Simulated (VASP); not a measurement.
Write the native input for VASP 6.6.1 that does the following.

```
Task                   : relaxation of cell and atoms
Functional             : PBEsol
Potentials or basis    : VASP PAW PBE potentials, release 64 (Li_sv)
Cutoff                 : 600 eV
k mesh                 : 10 × 10 × 10
Occupations            : fermi-dirac, width 0.05 eV
Spin                   : no spin polarisation
Dipole correction      : no
Further INCAR settings : ALGO = Normal; EDIFF = 1e-06; IBRION = 2; EDIFFG = -0.01; NSW = 60; ISIF = 3
```

The structure of Li lies in POSCAR:

```
Li
1.0
    0.0000000000      2.2020000000      2.2020000000
    2.2020000000      0.0000000000      2.2020000000
    2.2020000000      2.2020000000      0.0000000000
Li
1
Direct
    0.0000000000      0.0000000000      0.0000000000
```

This isn't the form of Li at room conditions, which is bcc.

The input as run:

INCAR

```
ALGO = Normal ; EDIFF = 1E-6
EDIFFG = -0.01 ; ENCUT = 600
GGA = PS ; IBRION = 2
ISIF = 3 ; ISMEAR = -1
LASPH = True ; LCHARG = False
LREAL = False ; LWAVE = False
NELM = 60 ; NSW = 60
PREC = Accurate ; SIGMA = 0.05
```

KPOINTS

```
k-points
0
Gamma
  10 10 10
```

Potentials or basis: VASP PAW PBE potentials, release 64 (Li_sv).

Command:

```bash
$ cat potpaw_PBE.64/Li_sv/POTCAR > POTCAR
$ mpirun -np 1 vasp_std > vasp.out
```

Results of the run:

The relaxed volume is 20.05 Å³/atom, the relaxed cell is a = 3.050 Å, b = 3.050 Å, c = 3.050 Å, α = 60.00°, β = 60.00°, γ = 60.00° and the space group after relaxing (to 0.1 Å) is Fm-3m (No. 225). The energy gained by relaxing is 3.7 meV/atom and the ionic steps are 3. The pressure after relaxing is -0.1 GPa. The band gap on the k mesh is zero (an odd number of electrons rules out a gap without spin polarisation).

Caveat: the cutoff is under 1.25 times the usual one of these potentials, so pressure, stress and relaxed cells hold a basis-set (Pulay) error; the PAW data sets were made with another functional, which shifts forces and pressure a little.

It took 10 s on 1 thread of Intel(R) Xeon(R) Platinum 8375C CPU @ 2.90GHz (Ice Lake), on a shared host, peak memory 0.14 GiB.
